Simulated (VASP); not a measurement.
A run of VASP 6.6.1 is set up as follows.

Contents of INCAR:

```
PREC = Accurate ; ENCUT = 520
EDIFF = 1E-6 ; ISMEAR = 0
SIGMA = 0.02 ; LREAL = False
LASPH = True ; NELM = 80
ALGO = Normal ; ISIF = 2
LWAVE = False ; LCHARG = False
GGA = PE ; NBANDS = 50
KPAR = 4
```

File KPOINTS:

```
regular mesh
0
Gamma
  8 10 4
```

File POSCAR:

```
Sn4SeS3
1.0
    4.3212155087      0.0000000000      0.0380018588
    0.0000000000      4.1298597919      0.0000000000
   -0.5623891195      0.0000000000     11.7331489672
Sn Se S
4 1 3
Direct
    0.9844701571      0.5000000000      0.0031014136
    0.3146690385      0.0000000000      0.7548936999
    0.3577833564      0.5000000000      0.4935559566
    0.7799886695      0.0000000000      0.2429227542
    0.8920818598      0.0000000000      0.4768606308
    0.3771813896      0.5000000000      0.2700743855
    0.3943142965      0.0000000000      0.9780738378
    0.8995112326      0.5000000000      0.7805173214
```

Potentials or basis: VASP PAW PBE potentials, release 64 (Sn_d, Se, S).

Command:

```sh
$ cat potpaw_PBE.64/Sn_d/POTCAR potpaw_PBE.64/Se/POTCAR potpaw_PBE.64/S/POTCAR > POTCAR
$ mpirun -np 4 vasp_std > vasp.out
```

(1) Predict the band gap on the k mesh.

(2) Estimate the largest force.

(3) Predict the pressure.

## Answers

(1) 0.61 eV (least direct gap 0.94 eV).

(2) 0.011 eV/Å.

(3) 0.0 GPa.

Caveat: spin-orbit coupling is left out, which moves the levels of the heavy elements.
